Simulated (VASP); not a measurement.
# Cs2H4Pb (Immm) in VASP: single point with PBEsol

Aim: the single point of Cs2H4Pb with PBEsol.

Everything below comes from runs of VASP 6.6.1. Logs are shortened: lines on timing, memory, paths and dates and some standing lists are left out, and cuts for length are marked.

### Step 1. The cell of the first run

Symmetry: Immm, No. 71, orthorhombic system. The conventional cell has a = 3.420 Å, b = 4.004 Å, c = 19.868 Å, α = 90.00°, β = 90.00°, γ = 90.00°. Cs (site symmetry mm2) has 7 H at 2.72 to 3.62 Å and 2 Cs at 3.42 Å within 3.7 Å. H (site symmetry mm2) has 4 H at 2.65 to 3.42 Å and 5 Cs at 2.72 to 3.62 Å and 2 Pb at 3.30 Å within 3.7 Å. H (site symmetry mm2) has 3 H at 2.17 to 2.65 Å and 4 Pb at 2.85 Å and 2 Cs at 2.95 Å within 3.0 Å. Within 3.8 Å of Pb (site symmetry mmm) lie 12 H at 2.85 to 3.30 Å and 2 Pb at 3.42 Å.

### Step 2. Single point, PBEsol

Input file INCAR:

```
SYSTEM = Cs2H4Pb
PREC = Accurate ; ENCUT = 520
EDIFF = 1E-7 ; ISMEAR = -1
SIGMA = 0.03 ; LREAL = .False.
LASPH = .True. ; NELM = 80
ALGO = Normal ; ISIF = 2
LWAVE = .False. ; LCHARG = .False.
GGA = PS ; NBANDS = 27
```

Input file KPOINTS:

```
regular mesh
0
Gamma
  8 8 8
  0 0 0
```

Input file POSCAR:

```
Cs2H4Pb
1.0
   -2.0020370909      1.7099910698      9.9338131832
    2.0020370909     -1.7099910698      9.9338131832
    2.0020370909      1.7099910698     -9.9338131832
Cs H Pb
2 4 1
Direct
    0.1757691039      0.1757691039      0.0000000000
    0.8242308961      0.8242308961      0.0000000000
    0.3581652803      0.3581652803      0.0000000000
    0.6418347197      0.6418347197      0.0000000000
    0.4453068723      0.9453068723      0.5000000000
    0.5546931277      0.0546931277      0.5000000000
    0.0000000000      0.5000000000      0.5000000000
```

Potentials or basis: VASP PAW PBE potentials, release 64 (Cs_sv, H, Pb_d).

Command:

```bash
cat potpaw_PBE.64/Cs_sv/POTCAR potpaw_PBE.64/H/POTCAR potpaw_PBE.64/Pb_d/POTCAR > POTCAR
mpirun -np 1 vasp_std > vasp.out
```

OUTCAR:

```text
SYSTEM = Cs2H4Pb
   PREC = Accurate
   ENCUT = 520
   EDIFF = 1E-7
   ISMEAR = -1
   LREAL = .False.
   LASPH = .True.
   NELM = 80
   ISIF = 2
   GGA = PS

 ion  position               nearest neighbor table
   1  0.176  0.176  0.000-
   2  0.824  0.824  0.000-
   3  0.358  0.358  0.000-
   4  0.642  0.642  0.000-
   5  0.445  0.945  0.500-
   6  0.555  0.055  0.500-
   7  0.000  0.500  0.500-

  LATTYP: Found a body centered orthorhombic cell.
 ALAT       =     3.4199821396
 B/A-ratio  =     1.1707880388
 C/A-ratio  =     5.8092778136

  Lattice vectors:

 A1 = (  -2.0020370909,  -1.7099910698,   9.9338131832)
 A2 = (   2.0020370909,   1.7099910698,   9.9338131832)
 A3 = (  -2.0020370909,   1.7099910698,  -9.9338131832)

Analysis of symmetry for initial positions (statically):
=====================================================================
 Subroutine PRICEL returns:
 Original cell was already a primitive cell.

 Routine SETGRP: Setting up the symmetry group for a
 body centered orthorhombic supercell.

 Subroutine GETGRP returns: Found  8 space group operations
 (whereof  8 operations were pure point group operations)
 out of a pool of  8 trial point group operations.

The static configuration has the point symmetry D_2h.

Analysis of symmetry for dynamics (positions and initial velocities):
=====================================================================
 Subroutine PRICEL returns:
 Original cell was already a primitive cell.

 Routine SETGRP: Setting up the symmetry group for a
 body centered orthorhombic supercell.

 Subroutine GETGRP returns: Found  8 space group operations
 (whereof  8 operations were pure point group operations)
 out of a pool of  8 trial point group operations.

The dynamic configuration has the point symmetry D_2h.

 Subroutine INISYM returns: Found  8 space group operations
 (whereof  8 operations are pure point group operations),
 and found     1 'primitive' translations

----------------------------------------------------------------------------------------

                                     Primitive cell

  volume of cell :     136.0323

  direct lattice vectors                    reciprocal lattice vectors
    -2.002037091  1.709991070  9.933813183     0.000000000  0.292399188  0.050333139
     2.002037091 -1.709991070  9.933813183     0.249745623  0.000000000  0.050333139
     2.002037091  1.709991070 -9.933813183     0.249745623  0.292399188  0.000000000

  length of vectors
    10.276812070 10.276812070 10.276812070     0.296699697  0.254767150  0.384538894

  position of ions in fractional coordinates (direct lattice)
     0.175769104  0.175769104  0.000000000
     0.824230896  0.824230896  0.000000000
     0.358165280  0.358165280  0.000000000
     0.641834720  0.641834720  0.000000000
     0.445306872  0.945306872  0.500000000
     0.554693128  0.054693128  0.500000000
     0.000000000  0.500000000  0.500000000

  ion indices of the primitive-cell ions
   primitive index   ion index
                 1           1
                 2           2
                 3           3
                 4           4
                 5           5
                 6           6
                 7           7

----------------------------------------------------------------------------------------

 KPOINTS: regular mesh

Automatic generation of k-mesh.
 Grid dimensions read from file:
 generate k-points for:    8    8    8

 Generating k-lattice:

  Cartesian coordinates                     Fractional coordinates (reciprocal lattice)
     0.000000000  0.036549898  0.006291642     0.125000000  0.000000000  0.000000000
     0.031218203  0.000000000  0.006291642     0.000000000  0.125000000  0.000000000
     0.031218203  0.036549898  0.000000000     0.000000000  0.000000000  0.125000000

  Length of vectors
     0.037087462  0.031845894  0.048067362

  Shift w.r.t. Gamma in fractional coordinates (k-lattice)
     0.000000000  0.000000000  0.000000000

 Subroutine IBZKPT returns following result:
 ===========================================

 Found     95 irreducible k-points:

 Following reciprocal coordinates:
            Coordinates               Weight
  0.000000  0.000000  0.000000      1.000000
  0.125000  0.000000 -0.000000      4.000000
  0.250000  0.000000 -0.000000      4.000000
  0.375000  0.000000 -0.000000      4.000000
  0.500000  0.000000 -0.000000      2.000000
  0.000000  0.125000 -0.000000      4.000000
[... 16 lines left out ...]
  0.125000  0.375000 -0.000000      8.000000
  0.250000  0.375000 -0.000000      8.000000
 [... further k-points ...]
   k-points           NKPTS =     95   k-points in BZ     NKDIM =     95   number of bands    NBANDS=     27
   number of dos      NEDOS =    301   number of ions     NIONS =      7
   total plane-waves  NPLWV = 512000
   dimension x,y,z NGX =    80 NGY =   80 NGZ =   80
   dimension x,y,z NGXF=   160 NGYF=  160 NGZF=  160
   ions per type =               2   4   1
   NGX,Y,Z   is equivalent  to a cutoff of  12.94, 12.94, 12.94 a.u.
   NGXF,Y,Z  is equivalent  to a cutoff of  25.88, 25.88, 25.88 a.u.
 SYSTEM =  Cs2H4Pb
   PREC   = accura    normal or accurate (medium, high low for compatibility)
   ISTART =      0    job   : 0-new  1-cont  2-samecut
   ICHARG =      2    charge: 1-file 2-atom 10-const
   ISPIN  =      1    spin polarized calculation?
   LNONCOLLINEAR =      F non collinear calculations
   LSORBIT =      F    spin-orbit coupling
   LASPH  =      T    aspherical Exc in radial PAW
   ENCUT  =  520.0 eV  38.22 Ry    6.18 a.u.  19.11 19.11 19.11*2*pi/ulx,y,z
   NELM   =     80;   NELMIN=  2; NELMDL= -5     # of ELM steps
   EDIFF  = 0.1E-06   stopping-criterion for ELM
   LREAL  =      F    real-space projection
   EDIFFG = 0.1E-05   stopping-criterion for IOM
   NSW    =      0    number of steps for IOM
   IBRION =     -1    ionic relax: 0-MD 1-quasi-New 2-CG
   NFREE  =      0    steps in history (QN), initial steepest desc. (CG)
   ISIF   =      2    stress and relaxation
   ISYM   =      2    0-nonsym 1-usesym 2-fastsym
   POTIM  = 0.5000    time-step for ionic-motion
   TEBEG  =    0.0;   TEEND  =   0.0 temperature during run
   PSTRESS=    0.0 pullay stress
   NELECT =      36.0000    total number of electrons
   NUPDOWN=      -1.0000    fix difference up-down
   EMIN   =  10.00;   EMAX   =-10.00  energy-range for DOS
   EFERMI =   0.00;   METHOD = LEGACY
   ISMEAR =    -1;   SIGMA  =   0.03  broadening in eV -4-tet -1-fermi 0-gaus
   EFERMI_NEDOS =   21; number of points for ismear=-14 and -15
   IALGO  =     38    algorithm
   IMIX   =      4    mixing-type and parameters
     AMIX     =   0.40;   BMIX     =  1.00
     AMIX_MAG =   1.60;   BMIX_MAG =  1.00
  volume/ion in A,a.u.               =      19.43       131.14
  Fermi-wavevector in a.u.,A,eV,Ry     =   1.051062  1.986219 15.030783  1.104731
  Thomas-Fermi vector in A             =   2.186090
   LORBIT       =      0    0 simple, 1 ext, 2 COOP (PROOUT), +10 PAW based schemes
   GGA     = PS    functional components
   LHFCALC =     F    Hartree Fock is set to
   AEXX    =    0.0000 exact exchange contribution
   IVDW    =     0    specifies the selected vdW correction
   LEPSILON=     F    determine dielectric tensor
   LRPA    =     F    only Hartree local field effects (RPA)
 non-spin polarized calculation
  energy-cutoff  :      520.00
  volume of cell :      136.03
 maximum number of plane-waves:      3693
 NGX is ok and might be reduce to    80
   NGX = 39   NGY = 39   NGZ = 39

 number of electron      35.9999998 magnetization

 Free energy of the ion-electron system (eV)
  ---------------------------------------------------
  ext. energy  EPLUGINS =         0.00000000
  ---------------------------------------------------
  free energy    TOTEN  =       -15.94990601 eV

  energy without entropy =      -15.94680108  energy(sigma->0) =      -15.94835355

 E-fermi :   2.5667     XC(G=0):  -9.1712

 val. band max:        2.5462729746   @ k =   0.5000  -0.3750   0.2500
 cond. band min:       2.6845126718   @ k =   0.2500  -0.2500   0.1250
 fundamental gap:      0.1382396971
 Fermi energy:         2.5667482811

 k-point     1 :       0.0000    0.0000    0.0000
  band No.  band energies     occupation
      1     -19.5106      2.00000
      2     -19.2713      2.00000
      3     -14.6105      2.00000
      4     -14.5068      2.00000
      5     -14.4645      2.00000
      6     -14.3807      2.00000
[... 19 lines left out ...]
     26       8.2174      0.00000
     27       8.6864      0.00000

 k-point     2 :       0.1250    0.0000   -0.0000
  band No.  band energies     occupation
      1     -19.4424      2.00000
      2     -19.2172      2.00000
      3     -14.5672      2.00000
      4     -14.5046      2.00000
      5     -14.4629      2.00000
      6     -14.3964      2.00000
[... 19 lines left out ...]
     26       7.7698      0.00000
     27       8.8597      0.00000

 k-point     3 :       0.2500    0.0000   -0.0000
  band No.  band energies     occupation
      1     -19.2663      2.00000
      2     -19.0855      2.00000
      3     -14.4998      2.00000
      4     -14.4622      2.00000
      5     -14.4591      2.00000
      6     -14.4341      2.00000
[... 19 lines left out ...]
     26       8.2711      0.00000
     27       8.4906      0.00000

 k-point     4 :       0.3750    0.0000   -0.0000
  band No.  band energies     occupation
      1     -19.0632      2.00000
      2     -18.9601      2.00000
      3     -14.4945      2.00000
      4     -14.4714      2.00000
      5     -14.4552      2.00000
      6     -14.4299      2.00000
[... 19 lines left out ...]
     26       7.4357      0.00000
     27       7.4458      0.00000
[... 516 lines left out ...]
      4     -14.4867      2.00000
      5     -14.4554      2.00000
      6     -14.3793      2.00000
[... 19 lines left out ...]
     26       9.7787      0.00000
     27       9.9123      0.00000

 k-point    23 :       0.1250    0.3750   -0.0000
  band No.  band energies     occupation
      1     -19.2818      2.00000
      2     -19.1927      2.00000
      3     -14.5596      2.00000
      4     -14.4846      2.00000
      5     -14.4518      2.00000
      6     -14.3946      2.00000
[... 19 lines left out ...]
     26       8.9038      0.00000
     27       9.2484      0.00000

 k-point    24 :       0.2500    0.3750   -0.0000
  band No.  band energies     occupation
      1     -19.1231      2.00000
      2     -19.0518      2.00000
      3     -14.4794      2.00000
      4     -14.4778      2.00000
      5     -14.4313      2.00000
      6     -14.4232      2.00000
[... 19 lines left out ...]
     26       9.1186      0.00000
     27       9.4061      0.00000

 [... further k-points ...]
[... 5 lines left out ...]
  --------------------------------------------------------------------------------------
  -------------------------------------------------------------------------------------
  Total        0.0905725      0.1142168      0.0200702     -0.0000000      0.0000000      0.0000000
  in kB        1.0667560      1.3452364      0.2363850     -0.0000000      0.0000000      0.0000000
  external PRESSURE =       0.8827925 kB  Pullay stress =       0.0000000 kB

 VOLUME and BASIS-vectors are now :
 -----------------------------------------------------------------------------
  energy-cutoff  :      520.00
  volume of cell :      136.03
      direct lattice vectors                 reciprocal lattice vectors
    -2.002037091  1.709991070  9.933813183     0.000000000  0.292399188  0.050333139
     2.002037091 -1.709991070  9.933813183     0.249745623  0.000000000  0.050333139
     2.002037091  1.709991070 -9.933813183     0.249745623  0.292399188  0.000000000

 POSITION                                       TOTAL-FORCE (eV/Angst)
 -----------------------------------------------------------------------------------
      0.00000      0.00000      3.49211         0.000000      0.000000      0.003765
      0.00000      0.00000     16.37551        -0.000000     -0.000000     -0.003765
      0.00000      0.00000      7.11589        -0.000000      0.000000      0.007232
      0.00000      0.00000     12.75173         0.000000      0.000000     -0.007232
      2.00204      0.00000      8.84719        -0.000000      0.000000      0.003145
      0.00000      1.70999      1.08662        -0.000000     -0.000000     -0.003145
      2.00204      0.00000      0.00000         0.000000     -0.000000      0.000000
 -----------------------------------------------------------------------------------
    total drift:                                0.000000      0.000000      0.000000

  FREE ENERGIE OF THE ION-ELECTRON SYSTEM (eV)
  ---------------------------------------------------
  free  energy   TOTEN  =       -15.9499060112 eV

  energy  without entropy=      -15.9468010789  energy(sigma->0) =      -15.94835355
```

Wall time 32 min (1 thread of Intel Xeon Platinum 8259CL at 2.50GHz (Skylake/Cascade Lake), shared host); peak memory 1.1 GiB.

What came out:

| Quantity | Value |
| --- | --- |
| Free energy | -15.9499 eV |
| Pressure | 0.1 GPa |
| Largest force | 0.007 eV/Å |
| Band gap on the k mesh | zero (bands 18 and 19 overlap by 1.08 eV) |

Forces on the atoms (eV/Å):
```
Cs   0.000  0.000  0.004
Cs   0.000  0.000 -0.004
H    0.000  0.000  0.007
H    0.000  0.000 -0.007
H    0.000  0.000  0.003
H    0.000  0.000 -0.003
Pb   0.000  0.000  0.000
```

Stress tensor (GPa, compression positive):
```
0.11 0.00 0.00
0.00 0.13 0.00
0.00 0.00 0.02
```

Levels at points of the mesh, in eV from the Fermi level:
| k point | band 15 | band 16 | band 17 | band 18 | band 19 | band 20 | band 21 | band 22 |
| --- | --- | --- | --- | --- | --- | --- | --- | --- |
| (0.00, 0.00, 0.00) | -2.83 | -2.10 | -1.20 | -0.45 | 2.08 | 2.39 | 3.89 | 4.00 |
| (0.50, 0.00, 0.00) | -4.25 | -1.41 | -0.05 | 0.76 | 0.87 | 2.18 | 2.74 | 3.34 |
| (0.00, 0.50, 0.00) | -4.34 | -1.41 | -0.70 | -0.16 | 1.86 | 2.84 | 3.10 | 3.70 |
| (0.50, 0.50, 0.00) | -2.55 | -2.20 | -2.17 | -0.87 | -0.32 | -0.23 | 1.49 | 2.88 |
| (0.50, 0.50, 0.50) | -3.31 | -1.83 | -0.79 | -0.52 | 2.03 | 2.73 | 2.95 | 4.12 |

Caveat: the PAW data sets were made with another functional, which shifts forces and pressure a little; spin-orbit coupling is left out, which moves the levels of the heavy elements.

The gap in the log of VASP goes by the Fermi energy; the results here count the filled bands.